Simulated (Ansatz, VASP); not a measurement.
**Rh in VASP and in Ansatz**

The input INCAR:

```
PREC = Accurate
ENCUT = 520
EDIFF = 1E-7
ISMEAR = 0
SIGMA = 0.15
LREAL = False
LASPH = True
NELM = 100
ALGO = Fast
ISIF = 2
LWAVE = False
LCHARG = False
GGA = PE
NBANDS = 14
```

File KPOINTS:

```
Automatic mesh
0
Gamma
  22 22 22
```

Contents of POSCAR:

```
Rh
1.0
    0.0000000000      1.9015500000      1.9015500000
    1.8254880000      0.0000000000      1.9015500000
    1.8254880000      1.9015500000      0.0000000000
Rh
1
Direct
    0.0000000000      0.0000000000      0.0000000000
```

Input for Ansatz:

```yaml
crystal:
  lattice:
    - [0.0, 1.90155, 1.90155]
    - [1.825488, 0.0, 1.90155]
    - [1.825488, 1.90155, 0.0]
  atoms:
    - { symbol: Rh, position: [0.0, 0.0, 0.0] }
basis:
  ecutwfc: 420
kpoints:
  mp_grid: { grid: [22, 22, 22] }
hamiltonian:
  xc: pbe
scf:
  occupations: { method: gaussian, width: 0.15 }
output:
  forces: true
  stress: true
  eigenvalues: true
```

Change from the starting cell: strain -0.0400 x Voigt [1, 0, 0, 0, 0, 0], atoms carried along.

Alike in both runs: task single point; functional PBE; k mesh 22 × 22 × 22; occupations gaussian, width 0.15 eV; no spin polarisation.

```csv
,VASP,Ansatz
version,VASP 6.6.1,Ansatz 0.2.0
potentials or method,"VASP PAW PBE potentials, release 64 (Rh_pv), cutoff 520 eV","scalar-relativistic, plane waves, PAW"
valence electrons in the cell,15,17
```

VASP gave:

* gap on the k mesh at the Fermi level (eV): none
* pressure (GPa): 19.1
* traceless stress, the component that is largest in VASP (GPa): 7.15

Which values does Ansatz return?

gap on the k mesh at the Fermi level (eV): none; pressure (GPa): 19.0; traceless stress, the component that is largest in VASP (GPa): 7.17.

A gap of «none» marks a metal or a gap that the smearing closes. VASP's potentials hold 15 valence electrons a cell and Ansatz's 17, so a difference there can come from the potentials and not from the codes.
